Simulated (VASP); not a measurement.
# KF (Immm) in VASP: further runs

KF is run at these levels: PBE; tasks: single point.

Everything below comes from runs of VASP 6.6.1. Logs are shortened: lines on timing, memory, paths and dates and some standing lists are left out, and cuts for length are marked.

## 1. The cell of the first run

It takes space group Immm (No. 71, orthorhombic). The conventional cell has a = 3.497 Å, b = 4.064 Å, c = 5.347 Å, α = 90.00°, β = 90.00°, γ = 90.00°. K (site symmetry mmm) has 6 F at 2.67 to 2.68 Å and 2 K at 3.50 Å within 3.5 Å. Within 3.5 Å of F (site symmetry mmm) lie 6 K at 2.67 to 2.68 Å and 2 F at 3.50 Å.

## 2. Single point, PBE (strain -0.1500 x Voigt [0, 0, 0, 0, 1, 0])

INCAR

```
SYSTEM = KF
PREC     = Accurate       ! precision mode
ENCUT    = 520            ! plane-wave cutoff, eV
EDIFF    = 1E-7           ! SCF threshold, eV
ISMEAR   = 0              ! smearing method
SIGMA    = 0.05           ! smearing width, eV
LREAL    = .False.        ! projectors in reciprocal space
LASPH    = .True.         ! aspherical terms in the spheres
NELM     = 100            ! most SCF steps
ALGO     = Normal         ! electronic algorithm
ISIF     = 2              ! what is computed and relaxed
LWAVE    = .False.        ! write WAVECAR
LCHARG   = .False.        ! write CHGCAR
GGA      = PE             ! functional
NBANDS   = 15             ! bands
```

KPOINTS

```
Automatic mesh
0
Gamma
  8 8 8
  0 0 0
```

POSCAR

```
KF
1.0
   -0.2005125000      2.6735000000      2.6735000000
    2.4729875000      0.0000000000      2.4729875000
    2.6735000000      2.6735000000     -0.2005125000
K F
1 1
Direct
    0.0000000000      0.0000000000      0.0000000000
    0.5000000000      0.5000000000      0.5000000000
```

Potentials or basis: VASP PAW PBE potentials, release 64 (K_sv, F).

On the command line:

```sh
$ cat potpaw_PBE.64/K_sv/POTCAR potpaw_PBE.64/F/POTCAR > POTCAR
$ mpirun -np 1 vasp_std > vasp.out
```

OUTCAR:

```text
SYSTEM = KF
   PREC = Accurate
   ENCUT = 520
   EDIFF = 1E-7
   ISMEAR = 0
   LREAL = .False.
   LASPH = .True.
   NELM = 100
   ISIF = 2
   GGA = PE

 ion  position               nearest neighbor table
   1  0.000  0.000  0.000-   2 2.67   2 2.67   2 2.68   2 2.68   2 2.68   2 2.68
   2  0.500  0.500  0.500-   1 2.67   1 2.67   1 2.68   1 2.68   1 2.68   1 2.68

  LATTYP: Found a body centered orthorhombic cell.
 ALAT       =     3.4973324621
 B/A-ratio  =     1.1621621622
 C/A-ratio  =     1.5288795269

  Lattice vectors:

 A1 = (   2.6735000000,  -2.6735000000,  -0.2005125000)
 A2 = (  -2.6735000000,  -2.6735000000,   0.2005125000)
 A3 = (   0.2005125000,   2.6735000000,  -2.6735000000)

Analysis of symmetry for initial positions (statically):
=====================================================================
 Subroutine PRICEL returns:
 Original cell was already a primitive cell.

 Routine SETGRP: Setting up the symmetry group for a
 body centered orthorhombic supercell.

 Subroutine GETGRP returns: Found  8 space group operations
 (whereof  8 operations were pure point group operations)
 out of a pool of  8 trial point group operations.

The static configuration has the point symmetry D_2h.

Analysis of symmetry for dynamics (positions and initial velocities):
=====================================================================
 Subroutine PRICEL returns:
 Original cell was already a primitive cell.

 Routine SETGRP: Setting up the symmetry group for a
 body centered orthorhombic supercell.

 Subroutine GETGRP returns: Found  8 space group operations
 (whereof  8 operations were pure point group operations)
 out of a pool of  8 trial point group operations.

The dynamic configuration has the point symmetry D_2h.

 Subroutine INISYM returns: Found  8 space group operations
 (whereof  8 operations are pure point group operations),
 and found     1 'primitive' translations

----------------------------------------------------------------------------------------

                                     Primitive cell

  volume of cell :      38.0033

  direct lattice vectors                    reciprocal lattice vectors
    -0.200512500  2.673500000  2.673500000    -0.173972799  0.187020759  0.173972799
     2.472987500  0.000000000  2.472987500     0.202184605 -0.187020759  0.202184605
     2.673500000  2.673500000 -0.200512500     0.173972799  0.187020759 -0.173972799

  length of vectors
     3.786213116  3.497332462  3.786213116     0.309046654  0.341663567  0.309046654

  position of ions in fractional coordinates (direct lattice)
     0.000000000  0.000000000  0.000000000
[... 91 lines left out ...]
   EMIN   =  10.00;   EMAX   =-10.00  energy-range for DOS
   EFERMI =   0.00;   METHOD = LEGACY
   ISMEAR =     0;   SIGMA  =   0.05  broadening in eV -4-tet -1-fermi 0-gaus
   EFERMI_NEDOS =   21; number of points for ismear=-14 and -15
   IALGO  =     38    algorithm
   IMIX   =      4    mixing-type and parameters
     AMIX     =   0.40;   BMIX     =  1.00
     AMIX_MAG =   1.60;   BMIX_MAG =  1.00
  volume/ion in A,a.u.               =      19.00       128.23
  Fermi-wavevector in a.u.,A,eV,Ry     =   1.226991  2.318676 20.483652  1.505506
  Thomas-Fermi vector in A             =   2.361971
   LORBIT       =      0    0 simple, 1 ext, 2 COOP (PROOUT), +10 PAW based schemes
   GGA     = PE    functional components
   LHFCALC =     F    Hartree Fock is set to
   AEXX    =    0.0000 exact exchange contribution
   IVDW    =     0    specifies the selected vdW correction
   LEPSILON=     F    determine dielectric tensor
   LRPA    =     F    only Hartree local field effects (RPA)
 non-spin polarized calculation
 Gauss-broadening in eV      SIGMA  =   0.05
  energy-cutoff  :      520.00
  volume of cell :       38.00
 maximum number of plane-waves:      1039
   NGX = 15   NGY = 13   NGZ = 15

 number of electron      16.0000004 magnetization

 Free energy of the ion-electron system (eV)
  ---------------------------------------------------
  ext. energy  EPLUGINS =         0.00000000
  ---------------------------------------------------
  free energy    TOTEN  =        -8.25294994 eV

  energy without entropy =       -8.25294994  energy(sigma->0) =       -8.25294994

 E-fermi :  -2.4463     XC(G=0):  -8.4344

 val. band max:       -2.6458573109   @ k =   0.0000   0.0000   0.0000
 cond. band min:       3.3677341305   @ k =   0.0000   0.0000   0.0000
 fundamental gap:      6.0135914414
 Fermi energy:        -2.4463185865

 k-point     1 :       0.0000    0.0000    0.0000
  band No.  band energies     occupation
      1     -28.9903      2.00000
      2     -21.4140      2.00000
      3     -12.2529      2.00000
      4     -12.2401      2.00000
      5     -12.1803      2.00000
      6      -2.8053      2.00000
      7      -2.7665      2.00000
      8      -2.6459      2.00000
      9       3.3677      0.00000
     10       7.1724      0.00000
     11       7.7430      0.00000
     12       8.6754      0.00000
     13       9.6613      0.00000
     14       9.7018      0.00000
[... 401 lines left out ...]
      2     -21.4372      2.00000
      3     -12.6422      2.00000
      4     -12.3580      2.00000
      5     -12.3227      2.00000
      6      -3.2643      2.00000
      7      -2.9275      2.00000
      8      -2.8553      2.00000
      9       6.0524      0.00000
     10       6.2896      0.00000
     11       9.2141      0.00000
     12      10.0394      0.00000
     13      10.1574      0.00000
     14      10.6689      0.00000
     15      15.2468      0.00000

 [... further k-points ...]

------------------------ aborting loop because EDIFF is reached ----------------------------------------

  FORCE on cell =-STRESS in cart. coord.  units (eV):
  Direction    XX          YY          ZZ          XY          YZ          ZX
  --------------------------------------------------------------------------------------
  -------------------------------------------------------------------------------------
  Total        0.3333171      0.2375058      0.3333171      0.0000000      0.0000000      0.4846659
  in kB       14.0523000     10.0129979     14.0523000      0.0000000      0.0000000     20.4330081
  external PRESSURE =      12.7058660 kB  Pullay stress =       0.0000000 kB

 VOLUME and BASIS-vectors are now :
 -----------------------------------------------------------------------------
  energy-cutoff  :      520.00
  volume of cell :       38.00
      direct lattice vectors                 reciprocal lattice vectors
    -0.200512500  2.673500000  2.673500000    -0.173972799  0.187020759  0.173972799
     2.472987500  0.000000000  2.472987500     0.202184605 -0.187020759  0.202184605
     2.673500000  2.673500000 -0.200512500     0.173972799  0.187020759 -0.173972799

 POSITION                                       TOTAL-FORCE (eV/Angst)
 -----------------------------------------------------------------------------------
      0.00000      0.00000      0.00000         0.000000      0.000000     -0.000000
      2.47299      2.67350      2.47299        -0.000000     -0.000000      0.000000
 -----------------------------------------------------------------------------------
    total drift:                                0.000000      0.000000      0.000000

  FREE ENERGIE OF THE ION-ELECTRON SYSTEM (eV)
  ---------------------------------------------------
  free  energy   TOTEN  =        -8.2529499417 eV

  energy  without entropy=       -8.2529499417  energy(sigma->0) =       -8.25294994
```

Run time: 28 s. Hardware: 1 thread of Intel Xeon 6975P-C (Granite Rapids), shared host; peak memory 0.18 GiB.

What came out:

```
Free energy            : -8.2529 eV
Pressure               : 1.3 GPa
Band gap on the k mesh : 6.01 eV
```

Stress tensor (GPa, compression positive):
```
1.41 0.00 2.04
0.00 1.00 0.00
2.04 0.00 1.41
```

Caveat: the cell differs from its parent crystal (strain -0.1500 x Voigt [0, 0, 0, 0, 1, 0]).

## 3. Single point, PBE (strain +0.1125 x Voigt [0, 0, 0, 0, 1, 0])

Changes to INCAR since step 2:

```diff
@@ -3,3 +3,3 @@
 ENCUT    = 520            ! plane-wave cutoff, eV
-EDIFF    = 1E-7           ! SCF threshold, eV
+EDIFF    = 1E-6           ! SCF threshold, eV
 ISMEAR   = 0              ! smearing method
@@ -8,3 +8,3 @@
 LASPH    = .True.         ! aspherical terms in the spheres
-NELM     = 100            ! most SCF steps
+NELM     = 80             ! most SCF steps
 ALGO     = Normal         ! electronic algorithm
```

KPOINTS is that of step 2.

POSCAR

```
KF
1.0
    0.1503843750      2.6735000000      2.6735000000
    2.8238843750      0.0000000000      2.8238843750
    2.6735000000      2.6735000000      0.1503843750
K F
1 1
Direct
    0.0000000000      0.0000000000      0.0000000000
    0.5000000000      0.5000000000      0.5000000000
```

Potentials or basis: VASP PAW PBE potentials, release 64 (K_sv, F).

On the command line:

```sh
$ cat potpaw_PBE.64/K_sv/POTCAR potpaw_PBE.64/F/POTCAR > POTCAR
$ mpirun -np 1 vasp_std > vasp.out
```

It took 29 s on 1 thread of Intel Xeon 6975P-C (Granite Rapids), shared host; peak memory 0.19 GiB.

The run converged. Its results:

```yaml
Free_energy: -8.2697 eV
Pressure: 1.3 GPa
Band_gap_on_the_k_mesh: 6.06 eV
```

Stress tensor (GPa, compression positive):
```
 1.38  0.00 -1.50
 0.00  1.15  0.00
-1.50  0.00  1.38
```

Levels at points of the mesh, in eV from the valence-band top:
```csv
k point,band 4,band 5,band 6,band 7,band 8,band 9,band 10,band 11,band 12,band 13
"(0.00, 0.00, 0.00)",-9.52,-9.48,-0.12,-0.08,0.00,6.06,10.04,10.50,11.16,12.31
"(0.50, 0.00, 0.00)",-9.57,-9.55,-0.87,-0.53,-0.42,9.07,10.70,11.66,12.41,14.05
"(0.00, 0.50, 0.00)",-9.52,-9.51,-0.88,-0.42,-0.27,8.80,10.37,11.50,12.30,13.97
"(0.50, 0.50, 0.00)",-9.72,-9.70,-0.31,-0.14,-0.13,8.10,10.12,11.78,13.32,14.05
"(0.50, 0.00, 0.50)",-9.78,-9.65,-0.30,-0.19,-0.05,8.09,10.21,11.71,13.56,14.09
```

Caveat: the cell differs from its parent crystal (strain +0.1125 x Voigt [0, 0, 0, 0, 1, 0]). A k mesh can miss the band edges.

## 4. Single point, PBE (strain +0.1312 x Voigt [0, 0, 0, 0, 1, 0])

INCAR

```
SYSTEM = KF
PREC = Accurate
ENCUT = 520
EDIFF = 1E-6
ISMEAR = 0
SIGMA = 0.05
LREAL = .False.
LASPH = .True.
NELM = 60
ALGO = Normal
ISIF = 2
LWAVE = .False.
LCHARG = .False.
GGA = PE
NBANDS = 15
```

KPOINTS is that of step 3.

POSCAR

```
KF
1.0
    0.1753816000      2.6735000000      2.6735000000
    2.8488816000      0.0000000000      2.8488816000
    2.6735000000      2.6735000000      0.1753816000
K F
1 1
Direct
    0.0000000000      0.0000000000      0.0000000000
    0.5000000000      0.5000000000      0.5000000000
```

On the command line:

```sh
$ cat potpaw_PBE.64/K_sv/POTCAR potpaw_PBE.64/F/POTCAR > POTCAR
$ mpirun -np 1 vasp_std > vasp.out
```

Run time: 23 s. Hardware: 1 thread of Intel Xeon 6975P-C (Granite Rapids), shared host; peak memory 0.18 GiB.

It converged, with:

```yaml
Free_energy: -8.2620 eV
Pressure: 1.3 GPa
Band_gap_on_the_k_mesh: 6.04 eV
```

Stress tensor (GPa, compression positive):
```
 1.39  0.00 -1.77
 0.00  1.08  0.00
-1.77  0.00  1.39
```

Levels at points of the mesh, in eV from the valence-band top:
```tsv
k point	band 5	band 6	band 7	band 8	band 9	band 10	band 11	band 12
(0.00, 0.00, 0.00)	-9.51	-0.14	-0.10	0.00	6.04	9.93	10.45	11.24
(0.50, 0.00, 0.00)	-9.58	-0.89	-0.57	-0.44	9.06	10.72	11.58	12.46
(0.00, 0.50, 0.00)	-9.54	-0.90	-0.44	-0.25	8.75	10.33	11.40	12.34
(0.50, 0.50, 0.00)	-9.73	-0.34	-0.16	-0.15	8.07	10.07	11.78	13.25
(0.50, 0.00, 0.50)	-9.67	-0.32	-0.21	-0.05	8.07	10.18	11.69	13.56
```

Caveat: the cell differs from its parent crystal (strain +0.1312 x Voigt [0, 0, 0, 0, 1, 0]). A k mesh can miss the band edges.

## 5. Single point, PBE (strain +0.0937 x Voigt [0, 0, 0, 0, 1, 0])

INCAR

```
  PREC = Accurate
  ENCUT = 520
  EDIFF = 1E-6
  ISMEAR = 0
  SIGMA = 0.05
  LREAL = False
  LASPH = True
  NELM = 80
  ALGO = Normal
  ISIF = 2
  LWAVE = False
  LCHARG = False
  GGA = PE
  NBANDS = 15
```

KPOINTS

```
Automatic mesh
0
Gamma
  8 8 8
```

POSCAR

```
KF
1.0
    0.1252534750      2.6735000000      2.6735000000
    2.7987534750      0.0000000000      2.7987534750
    2.6735000000      2.6735000000      0.1252534750
K F
1 1
Direct
    0.0000000000      0.0000000000      0.0000000000
    0.5000000000      0.5000000000      0.5000000000
```

On the command line:

```sh
$ cat potpaw_PBE.64/K_sv/POTCAR potpaw_PBE.64/F/POTCAR > POTCAR
$ mpirun -np 1 vasp_std > vasp.out
```

Wall time 22 s (1 thread of Intel Xeon 6975P-C (Granite Rapids), shared host); peak memory 0.19 GiB.

Results (log left out):

| Quantity | Value |
| --- | --- |
| Free energy | -8.2762 eV |
| Pressure | 1.3 GPa |
| Band gap on the k mesh | 6.08 eV |

Stress tensor (GPa, compression positive):
```
 1.37  0.00 -1.24
 0.00  1.22  0.00
-1.24  0.00  1.37
```

Levels at points of the mesh, in eV from the valence-band top:
```
           k point  band 6  band 7  band 8  band 9  band 10  band 11
(0.00, 0.00, 0.00)   -0.09   -0.06    0.00    6.08    10.15    10.54
(0.50, 0.00, 0.00)   -0.85   -0.50   -0.41    9.08    10.68    11.73
(0.00, 0.50, 0.00)   -0.86   -0.41   -0.28    8.85    10.41    11.60
(0.50, 0.50, 0.00)   -0.29   -0.12   -0.12    8.12    10.17    11.78
(0.50, 0.00, 0.50)   -0.28   -0.16   -0.05    8.12    10.22    11.73
```

Caveat: the cell differs from its parent crystal (strain +0.0937 x Voigt [0, 0, 0, 0, 1, 0]).

(Continued in part 2 of 2.)
